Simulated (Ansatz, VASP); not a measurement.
Os2Pd: VASP beside Ansatz

```
Pd Os
1.0
    -1.63418    1.63418    4.19254
     1.63418   -1.63418    4.19254
     1.63418    1.63418   -4.19254
Pd Os
1 2
Cartesian
  0.0000 0.0000 0.0000
  0.0000 0.0000 5.6740
  0.0000 0.0000 2.7111
```

Alike in both runs: functional PBE; k mesh 20 × 20 × 20; occupations gaussian, width 0.1 eV; no spin polarisation.

Ansatz relaxed the structure, and its values are those at the end. VASP's run is a single point on that final structure, the one shown.

```csv
,VASP,Ansatz
version,VASP 6.6.1,Ansatz 0.2.0
potentials or method,"VASP PAW PBE potentials, release 64 (Pd, Os), cutoff 520 eV","scalar-relativistic, plane waves, PAW"
valence electrons in the cell,26,50
```

Ansatz gave:

| Item | Value |
| --- | --- |
| gap on the k mesh at the Fermi level (eV) | none |
| pressure (GPa) | 0.0 |
| rms of the force components (eV/Å) | 0.001 |

Problem. Which values does VASP return?

Solution. gap on the k mesh at the Fermi level (eV): none; pressure (GPa): -0.4; rms of the force components (eV/Å): 0.019.

A gap of «none» marks a metal or a gap that the smearing closes. The functional is the same, so the differences come from potentials, cutoffs and numerics. VASP's potentials hold 26 valence electrons a cell and Ansatz's 50, so a difference there can come from the potentials and not from the codes.

Neither program's run includes spin-orbit coupling.
